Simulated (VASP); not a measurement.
Input of a VASP 6.6.1 run:

The input INCAR:

```
SYSTEM = TiSi
  PREC = Accurate
  ENCUT = 520
  EDIFF = 1E-6
  ISMEAR = 0
  SIGMA = 0.15
  LREAL = .False.
  LASPH = .True.
  NELM = 60
  ALGO = Normal
  ISIF = 2
  LWAVE = .False.
  LCHARG = .True.
  GGA = PS
  LELF = .True.
  LVHAR = .True.
  NBANDS = 15
```

Contents of KPOINTS:

```
regular mesh
0
Gamma
  18 18 12
  0 0 0
```

POSCAR

```
TiSi
1.0
    1.8706633400     -2.1811527200      0.0000000000
    1.8706633400      2.1811527200      0.0000000000
    0.0000000000      0.0000000000      3.9180520200
Ti Si
1 1
Direct
    0.5000000000      0.5000000000      0.0000000000
    0.0000000000      0.0000000000      0.5000000000
```

Potentials or basis: VASP PAW PBE potentials, release 64 (Ti_sv, Si).

The run is started by

```sh
$ cat potpaw_PBE.64/Ti_sv/POTCAR potpaw_PBE.64/Si/POTCAR > POTCAR
$ mpirun -np 1 vasp_std > vasp.out
```

Question: Predict the pressure.

Answer: -13.7 GPa.

Question: Predict the band gap on the k mesh.

Answer: Zero (band 8 reaches 9.58 eV, above the bottom of band 9 at 8.21 eV).

Stress tensor (GPa, compression positive):
```
-14.07   0.00   0.00
  0.00 -12.25   0.00
  0.00   0.00 -14.73
```

Caveat: the cell differs from its parent crystal (strain +0.030 along x and y, +0.030 along z); the PAW data sets were made with another functional, which shifts forces and pressure a little.
